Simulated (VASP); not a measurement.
# BaCu3 (Fm-3m) in VASP: single point with PBE

Aim: the single point of BaCu3 with PBE.

All numbers are computed with VASP 6.6.1; they aren't measurements. Logs are shortened: lines on timing, memory, paths and dates and some standing lists are left out, and cuts for length are marked.

### 1 The cell of the first run

It takes space group Fm-3m (No. 225, cubic). Conventional cell: a = 6.707 Å, b = 6.707 Å, c = 6.707 Å, α = 90.00°, β = 90.00°, γ = 90.00°. Within 3.8 Å of Ba (site symmetry m-3m) lie 14 Cu at 2.90 to 3.35 Å. Cu (site symmetry -43m) has 4 Ba at 2.90 Å and 10 Cu at 2.90 to 3.35 Å within 3.8 Å. Within 3.8 Å of Cu (site symmetry m-3m) lie 8 Cu at 2.90 Å and 6 Ba at 3.35 Å.

### 2 Single point, PBE

File INCAR:

```
SYSTEM = BaCu3
ALGO = Normal
EDIFF = 1E-6
ENCUT = 520
GGA = PE
ISIF = 2
ISMEAR = 0
LASPH = .True.
LCHARG = .False.
LREAL = .False.
LWAVE = .False.
NBANDS = 30
NELM = 60
PREC = Accurate
SIGMA = 0.1
```

File KPOINTS:

```
k-points
0
Gamma
  4 4 4
  0 0 0
```

File POSCAR:

```
BaCu3
1.0
    0.0000000000      3.3537301300      3.3537301300
    3.3537301300      0.0000000000      3.3537301300
    3.3537301300      3.3537301300      0.0000000000
Ba Cu
1 3
Direct
    0.0000000000      0.0000000000      0.0000000000
    0.2500000000      0.2500000000      0.2500000000
    0.5000000000      0.5000000000      0.5000000000
    0.7500000000      0.7500000000      0.7500000000
```

Potentials or basis: VASP PAW PBE potentials, release 64 (Ba_sv, Cu).

On the command line:

```sh
> cat potpaw_PBE.64/Ba_sv/POTCAR potpaw_PBE.64/Cu/POTCAR > POTCAR
> mpirun -np 1 vasp_std > vasp.out
```

OUTCAR:

```text
SYSTEM = BaCu3
   EDIFF = 1E-6
   ENCUT = 520
   GGA = PE
   ISIF = 2
   ISMEAR = 0
   LASPH = .True.
   LREAL = .False.
   NELM = 60
   PREC = Accurate

 ion  position               nearest neighbor table
   1  0.000  0.000  0.000-   4 2.90   4 2.90   4 2.90   2 2.90   2 2.90   2 2.90   4 2.90   2 2.90
                             3 3.35   3 3.35   3 3.35   3 3.35   3 3.35   3 3.35
   2  0.250  0.250  0.250-   1 2.90   1 2.90   1 2.90   1 2.90
   3  0.500  0.500  0.500-   1 3.35   1 3.35   1 3.35   1 3.35   1 3.35   1 3.35
   4  0.750  0.750  0.750-   1 2.90   1 2.90   1 2.90   1 2.90

  LATTYP: Found a face centered cubic cell.
 ALAT       =     6.7074602600

  Lattice vectors:

 A1 = (   0.0000000000,   3.3537301300,   3.3537301300)
 A2 = (   3.3537301300,   0.0000000000,   3.3537301300)
 A3 = (   3.3537301300,   3.3537301300,   0.0000000000)

Analysis of symmetry for initial positions (statically):
=====================================================================
 Subroutine PRICEL returns:
 Original cell was already a primitive cell.

 Routine SETGRP: Setting up the symmetry group for a
 face centered cubic supercell.

 Subroutine GETGRP returns: Found 48 space group operations
 (whereof 48 operations were pure point group operations)
 out of a pool of 48 trial point group operations.

The static configuration has the point symmetry O_h .

Analysis of symmetry for dynamics (positions and initial velocities):
=====================================================================
 Subroutine PRICEL returns:
 Original cell was already a primitive cell.

 Routine SETGRP: Setting up the symmetry group for a
 face centered cubic supercell.

 Subroutine GETGRP returns: Found 48 space group operations
 (whereof 48 operations were pure point group operations)
 out of a pool of 48 trial point group operations.

The dynamic configuration has the point symmetry O_h .

 Subroutine INISYM returns: Found 48 space group operations
 (whereof 48 operations are pure point group operations),
 and found     1 'primitive' translations

----------------------------------------------------------------------------------------

                                     Primitive cell

  volume of cell :      75.4422

[... 71 lines left out ...]
   LSORBIT =      F    spin-orbit coupling
   LASPH  =      T    aspherical Exc in radial PAW
   ENCUT  =  520.0 eV  38.22 Ry    6.18 a.u.   8.82  8.82  8.82*2*pi/ulx,y,z
   NELM   =     60;   NELMIN=  2; NELMDL= -5     # of ELM steps
   EDIFF  = 0.1E-05   stopping-criterion for ELM
   LREAL  =      F    real-space projection
   EDIFFG = 0.1E-04   stopping-criterion for IOM
   NSW    =      0    number of steps for IOM
   IBRION =     -1    ionic relax: 0-MD 1-quasi-New 2-CG
   NFREE  =      0    steps in history (QN), initial steepest desc. (CG)
   ISIF   =      2    stress and relaxation
   ISYM   =      2    0-nonsym 1-usesym 2-fastsym
   POTIM  = 0.5000    time-step for ionic-motion
   TEBEG  =    0.0;   TEEND  =   0.0 temperature during run
   PSTRESS=    0.0 pullay stress
   NELECT =      43.0000    total number of electrons
   NUPDOWN=      -1.0000    fix difference up-down
   EMIN   =  10.00;   EMAX   =-10.00  energy-range for DOS
   EFERMI =   0.00;   METHOD = LEGACY
   ISMEAR =     0;   SIGMA  =   0.10  broadening in eV -4-tet -1-fermi 0-gaus
   EFERMI_NEDOS =   21; number of points for ismear=-14 and -15
   IALGO  =     38    algorithm
   IMIX   =      4    mixing-type and parameters
     AMIX     =   0.40;   BMIX     =  1.00
     AMIX_MAG =   1.60;   BMIX_MAG =  1.00
  volume/ion in A,a.u.               =      18.86       127.28
  Fermi-wavevector in a.u.,A,eV,Ry     =   1.357353  2.565026 25.067479  1.842408
  Thomas-Fermi vector in A             =   2.484279
   LORBIT       =      0    0 simple, 1 ext, 2 COOP (PROOUT), +10 PAW based schemes
   GGA     = PE    functional components
   LHFCALC =     F    Hartree Fock is set to
   AEXX    =    0.0000 exact exchange contribution
   IVDW    =     0    specifies the selected vdW correction
   LEPSILON=     F    determine dielectric tensor
   LRPA    =     F    only Hartree local field effects (RPA)
 non-spin polarized calculation
 Gauss-broadening in eV      SIGMA  =   0.10
  energy-cutoff  :      520.00
  volume of cell :       75.44
 maximum number of plane-waves:      2085
   NGX = 17   NGY = 17   NGZ = 17

 number of electron      43.0000003 magnetization

 Free energy of the ion-electron system (eV)
  ---------------------------------------------------
  ext. energy  EPLUGINS =         0.00000000
  ---------------------------------------------------
  free energy    TOTEN  =       -11.14272294 eV

  energy without entropy =      -11.11657794  energy(sigma->0) =      -11.12965044

 E-fermi :   4.5643     XC(G=0): -10.8601

 val. band max:        4.5599437665   @ k =  -0.2500   0.5000   0.2500
 cond. band min:       4.7247277720   @ k =   0.2500   0.2500   0.0000
 fundamental gap:      0.1647840055
 Fermi energy:         4.5642883473

 k-point     1 :       0.0000    0.0000    0.0000
  band No.  band energies     occupation
      1     -22.0960      2.00000
      2      -7.5224      2.00000
      3      -7.5224      2.00000
      4      -7.5224      2.00000
      5      -1.1451      2.00000
      6       1.3656      2.00000
[... 253 lines left out ...]
     29      12.7183      0.00000
     30      14.3817      0.00000

------------------------ aborting loop because EDIFF is reached ----------------------------------------

  FORCE on cell =-STRESS in cart. coord.  units (eV):
  Direction    XX          YY          ZZ          XY          YZ          ZX
  --------------------------------------------------------------------------------------
  -------------------------------------------------------------------------------------
  Total        4.1262974      4.1262974      4.1262974     -0.0000000      0.0000000     -0.0000000
  in kB       87.6307995     87.6307995     87.6307995     -0.0000000      0.0000000     -0.0000000
  external PRESSURE =      87.6307995 kB  Pullay stress =       0.0000000 kB

 VOLUME and BASIS-vectors are now :
 -----------------------------------------------------------------------------
  energy-cutoff  :      520.00
  volume of cell :       75.44
      direct lattice vectors                 reciprocal lattice vectors
     0.000000000  3.353730130  3.353730130    -0.149087726  0.149087726  0.149087726
     3.353730130  0.000000000  3.353730130     0.149087726 -0.149087726  0.149087726
     3.353730130  3.353730130  0.000000000     0.149087726  0.149087726 -0.149087726

 POSITION                                       TOTAL-FORCE (eV/Angst)
 -----------------------------------------------------------------------------------
      0.00000      0.00000      0.00000        -0.000000      0.000000      0.000000
      1.67687      1.67687      1.67687         0.000000     -0.000000     -0.000000
      3.35373      3.35373      3.35373        -0.000000      0.000000      0.000000
      5.03060      5.03060      5.03060         0.000000      0.000000      0.000000
 -----------------------------------------------------------------------------------
    total drift:                                0.000000      0.000000      0.000000

  FREE ENERGIE OF THE ION-ELECTRON SYSTEM (eV)
  ---------------------------------------------------
  free  energy   TOTEN  =       -11.1427229401 eV

  energy  without entropy=      -11.1165779362  energy(sigma->0) =      -11.12965044
```

OSZICAR:

```text
N       E                     dE             d eps       ncg     rms          rms(c)
DAV:   1     0.372347476502E+03    0.37235E+03   -0.19079E+04   480   0.201E+03
DAV:   2     0.258435334297E+02   -0.34650E+03   -0.33256E+03   486   0.387E+02
DAV:   3    -0.126692694090E+02   -0.38513E+02   -0.36040E+02   548   0.157E+02
DAV:   4    -0.147202029053E+02   -0.20509E+01   -0.20330E+01   858   0.355E+01
DAV:   5    -0.147322025205E+02   -0.12000E-01   -0.11998E-01   634   0.272E+00    0.194E+01
DAV:   6    -0.164694573137E+02   -0.17373E+01   -0.82305E+01   556   0.177E+02    0.141E+01
DAV:   7    -0.114128680710E+02    0.50566E+01   -0.19494E+01   616   0.621E+01    0.498E+00
DAV:   8    -0.111481574537E+02    0.26471E+00   -0.16948E+00   630   0.211E+01    0.292E+00
DAV:   9    -0.112063918857E+02   -0.58234E-01   -0.46004E-01   792   0.234E+01    0.222E+00
DAV:  10    -0.111413120613E+02    0.65080E-01   -0.43144E-01   634   0.159E+01    0.484E-01
DAV:  11    -0.111427535193E+02   -0.14415E-02   -0.28850E-02   692   0.219E+00    0.122E-01
DAV:  12    -0.111427652473E+02   -0.11728E-04   -0.16800E-03   830   0.733E-01    0.749E-02
DAV:  13    -0.111427207259E+02    0.44521E-04   -0.37543E-04   684   0.288E-01    0.161E-02
DAV:  14    -0.111427231947E+02   -0.24688E-05   -0.23450E-05   762   0.728E-02    0.519E-03
DAV:  15    -0.111427229401E+02    0.25456E-06   -0.32402E-06   468   0.571E-02
   1 F= -.11142723E+02 E0= -.11129650E+02  d E =-.261450E-01
```

stdout:

```text
POSCAR found type information on POSCAR BaCu
 POSCAR found :  2 types and       4 ions
 scaLAPACK will be used
 LDA part: xc-table for (Slater+PW92), standard interpolation
 POSCAR, INCAR and KPOINTS ok, starting setup
 FFT: planning ... GRIDC
 FFT: planning ... GRID_SOFT
 FFT: planning ... GRID
 WAVECAR not read
 entering main loop
```

Wall time 48 s (1 thread of Intel Xeon 8259CL, shared host); peak memory 0.21 GiB.

What came out:

- Free energy: -11.1427 eV
- Pressure: 8.8 GPa

Caveat: the k points lie up to 0.41 Å⁻¹ apart; spin-orbit coupling is left out, which moves the levels of the heavy elements.
